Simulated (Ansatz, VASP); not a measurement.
Two plane-wave programs on CdF2

POSCAR

```
CdF2
1.0
    0.0000000000      2.6941776810      2.6941776810
    2.6941776810      0.0000000000      2.6941776810
    2.6941776810      2.6941776810      0.0000000000
Cd F
1 2
Direct
    0.0000000000      0.0000000000      0.0000000000
    0.2500000000      0.2500000000      0.2500000000
    0.7500000000      0.7500000000      0.7500000000
```

The input INCAR.step1:

```
SYSTEM = CdF2
PREC = Accurate
ENCUT = 520
EDIFF = 1E-5
ISMEAR = 0
SIGMA = 0.01
LREAL = .FALSE.
LASPH = .TRUE.
NELM = 60
ALGO = Normal
ISIF = 2
LWAVE = .TRUE.
LCHARG = .FALSE.
GGA = PE
NBANDS = 20
```

The input INCAR.step2:

```
SYSTEM = CdF2
PREC = Accurate
ENCUT = 520
EDIFF = 1E-6
ISMEAR = 0
SIGMA = 0.01
LREAL = .FALSE.
LASPH = .TRUE.
NELM = 60
ALGO = Normal
ISIF = 2
LWAVE = .FALSE.
LCHARG = .FALSE.
GGA = PE
LHFCALC = .TRUE.
AEXX = 0.3
HFSCREEN = 0.5
PRECFOCK = Normal
ISTART = 1
NBANDS = 20
```

File KPOINTS:

```
regular mesh
0
G
  4 4 4
  0 0 0
```

Input for Ansatz:

```yaml
crystal:
  lattice:
    - [0.0, 2.694177681, 2.694177681]
    - [2.694177681, 0.0, 2.694177681]
    - [2.694177681, 2.694177681, 0.0]
  atoms:
    - { symbol: Cd, position: [0.0, 0.0, 0.0] }
    - { symbol: F, position: [0.25, 0.25, 0.25] }
    - { symbol: F, position: [0.75, 0.75, 0.75] }
kpoints:
  mp_grid: { grid: [4, 4, 4] }
hamiltonian:
  xc: { exchange: pbe, correlation: pbe, exx: { coeff: 0.3, omega: 0.5 } }
scf:
  occupations: { method: fixed }
  n_extra_bands: 4
output:
  forces: true
  stress: true
  eigenvalues: true
```

Alike in both runs: task single point; functional PBE-based screened hybrid with a share of 0.3 of exact exchange and HFSCREEN = 0.5; k mesh 4 × 4 × 4; no spin polarisation.

|  | VASP | Ansatz |
| --- | --- | --- |
| version | VASP 6.6.1 | Ansatz 0.2.0 |
| potentials or method | VASP PAW PBE potentials, release 64 (Cd, F) | plane waves |
| plane-wave cutoff (eV) | 520 | 420 |
| occupations | gaussian, width 0.01 eV | fixed |
| valence electrons in the cell | 26 | 34 |

Ansatz gave:

* gap on the k mesh at the Fermi level (eV): 4.75
* pressure (GPa): 1.6

What did VASP give for the same quantities?

gap on the k mesh at the Fermi level (eV): 4.71; pressure (GPa): 2.6.

VASP's potentials were made for PBE, not for PBE-based screened hybrid. VASP's potentials hold 26 valence electrons a cell and Ansatz's 34, so a difference there can come from the potentials and not from the codes. Ansatz's warnings: stress exchange threshold loose, stress scf threshold loose.

The k mesh is coarse, so the values compare programs but aren't converged.
